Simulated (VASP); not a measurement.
# La (P6/mmm) in VASP: a series of runs, part 2 of 2

VASP 6.6.1. The steps go on from the part before.

## Step 5: Single point, PBE

This run uses another cell than the first one, of 37.19 Å³/atom.

The input, INCAR:

```
SYSTEM = La
  PREC = Accurate
  ENCUT = 500
  EDIFF = 1E-6
  ISMEAR = -1
  SIGMA = 0.08
  LREAL = .FALSE.
  LASPH = .TRUE.
  NELM = 200
  ALGO = Normal
  ISIF = 2
  LWAVE = .FALSE.
  LCHARG = .FALSE.
  GGA = PE
  NBANDS = 24
  GGA_COMPAT = .FALSE.
  LMAXMIX = 6
```

The input, KPOINTS:

```
regular mesh
0
G
  7 7 9
  0 0 0
```

The input, POSCAR:

```
La
1.0
    5.9547407328      0.0000000000      0.0000000000
   -2.9773703664      5.1569567475      0.0000000000
    0.0000000000      0.0000000000      3.6333100533
La
3
Direct
    0.0000000000      0.0000000000      0.0000000000
    0.3333333333      0.6666666667      0.5000000000
    0.6666666667      0.3333333333      0.5000000000
```

Potentials or basis: VASP PAW PBE potentials, release 64 (La).

The run is started by

```bash
cat potpaw_PBE.64/La/POTCAR > POTCAR
mpirun -np 1 vasp_std > vasp.out
```

OUTCAR:

```text
SYSTEM = La
   PREC = Accurate
   ENCUT = 500
   EDIFF = 1E-6
   ISMEAR = -1
   LREAL = .FALSE.
   LASPH = .TRUE.
   NELM = 200
   ISIF = 2
   GGA = PE

 ion  position               nearest neighbor table
   1  0.000  0.000  0.000-
   2  0.333  0.667  0.500-   3 3.44   3 3.44   3 3.44
   3  0.667  0.333  0.500-   2 3.44   2 3.44   2 3.44

  LATTYP: Found a hexagonal cell.
 ALAT       =     5.9547407328
 C/A-ratio  =     0.6101541975

  Lattice vectors:

 A1 = (   5.9547407328,   0.0000000000,   0.0000000000)
 A2 = (  -2.9773703664,   5.1569567475,   0.0000000000)
 A3 = (   0.0000000000,   0.0000000000,   3.6333100533)

Analysis of symmetry for initial positions (statically):
=====================================================================
 Subroutine PRICEL returns:
 Original cell was already a primitive cell.

 Routine SETGRP: Setting up the symmetry group for a
 hexagonal supercell.

 Subroutine GETGRP returns: Found 24 space group operations
 (whereof 24 operations were pure point group operations)
 out of a pool of 24 trial point group operations.

The static configuration has the point symmetry D_6h.

Analysis of symmetry for dynamics (positions and initial velocities):
=====================================================================
 Subroutine PRICEL returns:
 Original cell was already a primitive cell.

 Routine SETGRP: Setting up the symmetry group for a
 hexagonal supercell.

 Subroutine GETGRP returns: Found 24 space group operations
 (whereof 24 operations were pure point group operations)
 out of a pool of 24 trial point group operations.

The dynamic configuration has the point symmetry D_6h.

 Subroutine INISYM returns: Found 24 space group operations
 (whereof 24 operations are pure point group operations),
 and found     1 'primitive' translations

----------------------------------------------------------------------------------------

                                     Primitive cell

  volume of cell :     111.5729

  direct lattice vectors                    reciprocal lattice vectors
     5.954740733  0.000000000  0.000000000     0.167933424  0.096956408  0.000000000
    -2.977370366  5.156956747  0.000000000     0.000000000  0.193912815  0.000000000
     0.000000000  0.000000000  3.633310053     0.000000000  0.000000000  0.275231121

  length of vectors
     5.954740733  5.954740733  3.633310053     0.193912815  0.193912815  0.275231121

  position of ions in fractional coordinates (direct lattice)
     0.000000000  0.000000000  0.000000000
     0.333333333  0.666666667  0.500000000
     0.666666667  0.333333333  0.500000000

  ion indices of the primitive-cell ions
   primitive index   ion index
                 1           1
                 2           2
                 3           3

----------------------------------------------------------------------------------------

 KPOINTS: regular mesh

Automatic generation of k-mesh.
 Grid dimensions read from file:
 generate k-points for:    7    7    9

 Generating k-lattice:

  Cartesian coordinates                     Fractional coordinates (reciprocal lattice)
     0.023990489  0.013850915  0.000000000     0.142857143  0.000000000  0.000000000
     0.000000000  0.027701831  0.000000000     0.000000000  0.142857143  0.000000000
     0.000000000  0.000000000  0.030581236     0.000000000  0.000000000  0.111111111

  Length of vectors
     0.027701831  0.027701831  0.030581236

  Shift w.r.t. Gamma in fractional coordinates (k-lattice)
     0.000000000  0.000000000  0.000000000

 Subroutine IBZKPT returns following result:
 ===========================================

 Found     40 irreducible k-points:

 Following reciprocal coordinates:
            Coordinates               Weight
  0.000000  0.000000  0.000000      1.000000
  0.142857 -0.000000  0.000000      6.000000
  0.285714  0.000000  0.000000      6.000000
  0.428571 -0.000000  0.000000      6.000000
  0.142857  0.142857  0.000000      6.000000
  0.285714  0.142857  0.000000     12.000000
[... 16 lines left out ...]
  0.428571  0.142857  0.222222     12.000000
  0.285714  0.285714  0.222222     12.000000
 [... further k-points ...]
   k-points           NKPTS =     40   k-points in BZ     NKDIM =     40   number of bands    NBANDS=     24
   number of dos      NEDOS =    301   number of ions     NIONS =      3
   total plane-waves  NPLWV =  64512
   dimension x,y,z NGX =    48 NGY =   48 NGZ =   28
   dimension x,y,z NGXF=    96 NGYF=   96 NGZF=   56
   ions per type =               3
   NGX,Y,Z   is equivalent  to a cutoff of  13.40, 13.40, 12.81 a.u.
   NGXF,Y,Z  is equivalent  to a cutoff of  26.80, 26.80, 25.62 a.u.
 SYSTEM =  La
   PREC   = accura    normal or accurate (medium, high low for compatibility)
   ISTART =      0    job   : 0-new  1-cont  2-samecut
   ICHARG =      2    charge: 1-file 2-atom 10-const
   ISPIN  =      1    spin polarized calculation?
   LNONCOLLINEAR =      F non collinear calculations
   LSORBIT =      F    spin-orbit coupling
   LASPH  =      T    aspherical Exc in radial PAW
   ENCUT  =  500.0 eV  36.75 Ry    6.06 a.u.  10.86 10.86  6.62*2*pi/ulx,y,z
   NELM   =    200;   NELMIN=  2; NELMDL= -5     # of ELM steps
   EDIFF  = 0.1E-05   stopping-criterion for ELM
   LREAL  =      F    real-space projection
   EDIFFG = 0.1E-04   stopping-criterion for IOM
   NSW    =      0    number of steps for IOM
   IBRION =     -1    ionic relax: 0-MD 1-quasi-New 2-CG
   NFREE  =      0    steps in history (QN), initial steepest desc. (CG)
   ISIF   =      2    stress and relaxation
   ISYM   =      2    0-nonsym 1-usesym 2-fastsym
   POTIM  = 0.5000    time-step for ionic-motion
   TEBEG  =    0.0;   TEEND  =   0.0 temperature during run
   PSTRESS=    0.0 pullay stress
   NELECT =      33.0000    total number of electrons
   NUPDOWN=      -1.0000    fix difference up-down
   EMIN   =  10.00;   EMAX   =-10.00  energy-range for DOS
   EFERMI =   0.00;   METHOD = LEGACY
   ISMEAR =    -1;   SIGMA  =   0.08  broadening in eV -4-tet -1-fermi 0-gaus
   EFERMI_NEDOS =   21; number of points for ismear=-14 and -15
   IALGO  =     38    algorithm
   IMIX   =      4    mixing-type and parameters
     AMIX     =   0.40;   BMIX     =  1.00
     AMIX_MAG =   1.60;   BMIX_MAG =  1.00
  volume/ion in A,a.u.               =      37.19       250.98
  Fermi-wavevector in a.u.,A,eV,Ry     =   1.090753  2.061225 16.187433  1.189743
  Thomas-Fermi vector in A             =   2.226984
   LORBIT       =      0    0 simple, 1 ext, 2 COOP (PROOUT), +10 PAW based schemes
   GGA     = PE    functional components
   LHFCALC =     F    Hartree Fock is set to
   AEXX    =    0.0000 exact exchange contribution
   IVDW    =     0    specifies the selected vdW correction
   LEPSILON=     F    determine dielectric tensor
   LRPA    =     F    only Hartree local field effects (RPA)
 non-spin polarized calculation
  energy-cutoff  :      500.00
  volume of cell :      111.57
 maximum number of plane-waves:      2848
 NGX is ok and might be reduce to    48
   NGX = 21   NGY = 21   NGZ = 13

 number of electron      33.0000001 magnetization

 Free energy of the ion-electron system (eV)
  ---------------------------------------------------
  ext. energy  EPLUGINS =         0.00000000
  ---------------------------------------------------
  free energy    TOTEN  =       -14.61025024 eV

  energy without entropy =      -14.51359374  energy(sigma->0) =      -14.56192199

 E-fermi :   7.8017     XC(G=0):  -9.5514

 val. band max:        7.7950170458   @ k =   0.4286   0.1429   0.0000
 cond. band min:       7.8086056259   @ k =   0.2857   0.2857   0.1111
 fundamental gap:      0.0135885801
 Fermi energy:         7.8017158095

 k-point     1 :       0.0000    0.0000    0.0000
  band No.  band energies     occupation
      1     -25.0826      2.00000
      2     -24.8538      2.00000
      3     -24.7919      2.00000
      4      -9.1930      2.00000
      5      -9.1930      2.00000
      6      -8.8826      2.00000
[... 16 lines left out ...]
     23       9.4399      0.00000
     24       9.6377      0.00000
[... 598 lines left out ...]
      2     -24.8585      2.00000
      3     -24.8562      2.00000
      4      -9.3283      2.00000
      5      -9.0206      2.00000
      6      -8.8924      2.00000
[... 16 lines left out ...]
     23       9.2019      0.00000
     24       9.5802      0.00000

 [... further k-points ...]

------------------------ aborting loop because EDIFF is reached ----------------------------------------

  FORCE on cell =-STRESS in cart. coord.  units (eV):
  Direction    XX          YY          ZZ          XY          YZ          ZX
  --------------------------------------------------------------------------------------
  -------------------------------------------------------------------------------------
  Total        0.0395291      0.0395291      0.0253535      0.0000000      0.0000000      0.0000000
  in kB        0.5676344      0.5676344      0.3640735      0.0000000      0.0000000      0.0000000
  external PRESSURE =       0.4997807 kB  Pullay stress =       0.0000000 kB

 VOLUME and BASIS-vectors are now :
 -----------------------------------------------------------------------------
  energy-cutoff  :      500.00
  volume of cell :      111.57
      direct lattice vectors                 reciprocal lattice vectors
     5.954740733  0.000000000  0.000000000     0.167933424  0.096956408  0.000000000
    -2.977370366  5.156956747  0.000000000     0.000000000  0.193912815  0.000000000
     0.000000000  0.000000000  3.633310053     0.000000000  0.000000000  0.275231121

 POSITION                                       TOTAL-FORCE (eV/Angst)
 -----------------------------------------------------------------------------------
      0.00000      0.00000      0.00000        -0.000000      0.000000      0.000000
     -0.00000      3.43797      1.81666        -0.000000      0.000000      0.000000
      2.97737      1.71899      1.81666         0.000000      0.000000     -0.000000
 -----------------------------------------------------------------------------------
    total drift:                               -0.000000      0.000000     -0.000000

  FREE ENERGIE OF THE ION-ELECTRON SYSTEM (eV)
  ---------------------------------------------------
  free  energy   TOTEN  =       -14.6102502376 eV

  energy  without entropy=      -14.5135937437  energy(sigma->0) =      -14.56192199
```

OSZICAR:

```text
N       E                     dE             d eps       ncg     rms          rms(c)
DAV:   1     0.399284065183E+03    0.39928E+03   -0.10648E+04  1920   0.179E+03
DAV:   2     0.452900299827E+02   -0.35399E+03   -0.34751E+03  3032   0.348E+02
DAV:   3    -0.821587545850E+01   -0.53506E+02   -0.52148E+02  2984   0.192E+02
DAV:   4    -0.137242356843E+02   -0.55084E+01   -0.51571E+01  3824   0.639E+01
DAV:   5    -0.145482144082E+02   -0.82398E+00   -0.79909E+00  3808   0.223E+01    0.418E+00
DAV:   6    -0.145958936396E+02   -0.47679E-01   -0.99222E-01  3792   0.867E+00    0.228E+00
DAV:   7    -0.146010216125E+02   -0.51280E-02   -0.18162E-01  3512   0.389E+00    0.536E-01
DAV:   8    -0.146073227871E+02   -0.63012E-02   -0.26501E-02  3752   0.144E+00    0.247E-01
DAV:   9    -0.146097306659E+02   -0.24079E-02   -0.65831E-03  3768   0.630E-01    0.131E-01
DAV:  10    -0.146102052855E+02   -0.47462E-03   -0.10886E-03  3816   0.249E-01    0.587E-02
DAV:  11    -0.146102526533E+02   -0.47368E-04   -0.22040E-04  3808   0.128E-01    0.141E-02
DAV:  12    -0.146102510574E+02    0.15958E-05   -0.28272E-05  3768   0.461E-02    0.629E-03
DAV:  13    -0.146102502376E+02    0.81981E-06   -0.78889E-06  3640   0.198E-02
   1 F= -.14610250E+02 E0= -.14561922E+02  d E =-.966565E-01
```

It took 52 s on 1 thread of Intel Xeon 6975P-C (Granite Rapids), shared host; peak memory 0.29 GiB.

What came out:

```
Free energy            : -14.6103 eV
Pressure               : 0.0 GPa
Band gap on the k mesh : zero (an odd number of electrons rules out a gap without spin polarisation)
```

Caveat: spin-orbit coupling is left out, which moves the levels of the heavy elements.

## Step 6: Single point, PBE (37.19 Å³/atom)

This run uses another cell than the first one, of 37.19 Å³/atom.

The input, INCAR:

```
SYSTEM = La
  ALGO = Normal
  EDIFF = 1E-6
  ENCUT = 500
  GGA = PE
  GGA_COMPAT = .FALSE.
  ISIF = 2
  ISMEAR = -1
  LASPH = .TRUE.
  LCHARG = .TRUE.
  LELF = .TRUE.
  LMAXMIX = 6
  LREAL = .FALSE.
  LVHAR = .TRUE.
  LWAVE = .FALSE.
  NBANDS = 24
  NELM = 200
  PREC = Accurate
  SIGMA = 0.08
```

The input, KPOINTS:

```
k-points
0
G
  7 7 9
  0 0 0
```

Changes to POSCAR since step 5:

```diff
@@ -4,3 +4,3 @@
    -2.9773703664      5.1569567475      0.0000000000
-    0.0000000000      0.0000000000      3.6333100533
+    0.0000000000      0.0000000000      3.6333100534
 La
```

Potentials or basis: VASP PAW PBE potentials, release 64 (La).

The run is started by

```bash
cat potpaw_PBE.64/La/POTCAR > POTCAR
mpirun -np 1 vasp_std > vasp.out
```

It took 53 s on 1 thread of Intel Xeon 6975P-C (Granite Rapids), shared host; peak memory 0.29 GiB.

It converged, with:

* Free energy: -14.6103 eV
* Pressure: 0.0 GPa
* Band gap on the k mesh: zero (an odd number of electrons rules out a gap without spin polarisation)

Levels at points of the mesh, in eV from the Fermi level:
| k point | band 15 | band 16 | band 17 | band 18 | band 19 | band 20 |
| --- | --- | --- | --- | --- | --- | --- |
| (0.00, 0.00, 0.00) | 0.38 | 0.58 | 0.58 | 0.59 | 0.59 | 1.03 |

Caveat: spin-orbit coupling is left out, which moves the levels of the heavy elements.

## Step 7: The runs side by side

| task | cell | gap on the mesh (eV) | pressure (GPa) |
| --- | --- | --- | --- |
| single point | a = 5.745, b = 5.745, c = 3.435 Å, angles 90.0, 90.0, 120.0°, 3 atoms | none | 4.0 |
| relaxation of shape and atoms at fixed volume | relaxed from a = 4.495, b = 4.495, c = 2.742 Å, angles 90.0, 90.0, 120.0°, 3 atoms | none | 114.8 |
| single point | a = 5.955, b = 5.955, c = 3.633 Å, angles 90.0, 90.0, 120.0°, 3 atoms | none | 0.0 |

Alike in all rows: level PBE; potentials or basis VASP PAW PBE potentials, release 64 (La); no spin polarisation; k mesh 7 × 7 × 9; cutoff (eV) 500; smearing fermi-dirac 0.08 eV.

Caveats: spin-orbit coupling is left out, which moves the levels of the heavy elements; the cell stands under pressure (at least some runs).

Absolute energies hang on the potentials; compare differences alone.

The gap in the log of VASP goes by the Fermi energy; the results here count the filled bands.